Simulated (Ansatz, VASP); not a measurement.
# KCl2 in VASP and in Ansatz

```
CELL_PARAMETERS angstrom
2.00796 3.47789 0.00000
-2.00796 3.47789 0.00000
0.00000 0.00000 12.65848
ATOMIC_POSITIONS crystal
Cl 0.33330 0.33340 0.00000
Cl 0.66660 0.66670 0.50000
Cl 0.00000 0.00000 0.25000
Cl 0.00000 0.00000 0.75000
K 0.33330 0.33340 0.37500
K 0.66660 0.66670 0.87500
```

Alike in both runs: task single point; functional PBE; k mesh 7 × 7 × 2; no spin polarisation.

```csv
,VASP,Ansatz
version,VASP 6.6.1,Ansatz 0.2.0
potentials or method,"VASP PAW PBE potentials, release 64 (Cl, K_sv), cutoff 520 eV",PAW plane waves
occupations,"methfessel-paxton of order 1, width 0.0213 eV","cold, width 0.0213 eV"
valence electrons in the cell,46,46
```

VASP gave:

```
pressure (GPa)                     : 6.3
rms of the force components (eV/Å) : 0.436
```

What did Ansatz give for the same quantities?

Pressure (GPa): 6.2; rms of the force components (eV/Å): 0.424.

Ansatz's warnings: structure snapped to symmetry.
